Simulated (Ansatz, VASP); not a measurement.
## Al3GaN4 in VASP and in Ansatz

```
CELL_PARAMETERS angstrom
4.63994 0.00000 0.00011
0.00000 2.87967 0.00000
-0.00298 0.00000 4.98455
ATOMIC_POSITIONS crystal
Al 0.50023 0.50000 0.16733
Al 0.00092 0.50000 0.83481
Al 0.00109 0.00000 0.33169
Ga 0.49942 0.00000 0.66620
N 0.11117 0.00000 0.66633
N 0.12245 0.50000 0.16716
N 0.62512 0.50000 0.84019
N 0.62319 0.00000 0.32629
```

Change from the starting cell: strain -0.080 along x and y, -0.080 along z, atoms carried along.

Alike in both runs: task single point; functional PBEsol; k mesh 6 × 8 × 4; occupations gaussian, width 0.05 eV; no spin polarisation.

|  | VASP | Ansatz |
| --- | --- | --- |
| version | VASP 6.6.1 | Ansatz 0.2.0 |
| potentials or method | VASP PAW PBE potentials, release 64 (Al, Ga_d, N), cutoff 520 eV | scalar-relativistic, plane waves, PAW |
| valence electrons in the cell | 42 | 42 |

Ansatz gave:

- gap on the k mesh at the Fermi level (eV): 4.92
- least direct gap on the mesh (eV): 5.48
- pressure (GPa): 81.3
- traceless stress, the component that is largest in VASP (GPa): -2.41
- rms of the force components (eV/Å): 0.113

Estimate VASP's values.

gap on the k mesh at the Fermi level (eV): 4.90; least direct gap on the mesh (eV): 5.48; pressure (GPa): 81.9; traceless stress, the component that is largest in VASP (GPa): -2.42; rms of the force components (eV/Å): 0.097.

VASP's potentials were made for PBE, not for PBEsol. Atom by atom the forces differ by 0.030 eV/Å (rms over components). Both programs put the cell under a high pressure, so it lies far from rest at this level. The functional is the same, so the differences come from potentials, cutoffs and numerics.

Noted on VASP's run: the cell as given lies far from equilibrium.
